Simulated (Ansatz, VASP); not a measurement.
# KZnF3 in VASP and in Ansatz

```xyz
5
Lattice="4.0474 0.0000 0.0000 0.0000 4.0474 0.0000 0.0000 0.0000 4.0474" Properties=species:S:1:pos:R:3 pbc="T T T"
K     0.0000    0.0000    0.0000
Zn    2.0237    2.0237    2.0237
F     0.0000    2.0237    2.0237
F     2.0237    0.0000    2.0237
F     2.0237    2.0237    0.0000
```

Alike in both runs: task single point; functional PBE; dispersion D3(BJ); k mesh 4 × 4 × 4; occupations gaussian, width 0.1 eV; no spin polarisation.

|  | VASP | Ansatz |
| --- | --- | --- |
| version | VASP 6.6.1 | Ansatz 0.2.0 |
| potentials or method | VASP PAW PBE potentials, release 64 (K_sv, Zn, F), cutoff 600 eV | scalar-relativistic, plane waves, PAW |
| valence electrons in the cell | 42 | 42 |

|  | VASP | Ansatz | Ansatz less VASP |
| --- | --- | --- | --- |
| gap on the k mesh at the Fermi level (eV) | 3.80 | 3.87 | +0.069 |
| least direct gap on the mesh (eV) | 5.67 | 5.71 | +0.039 |
| pressure (GPa) | 3.2 | 2.9 | -0.30 |
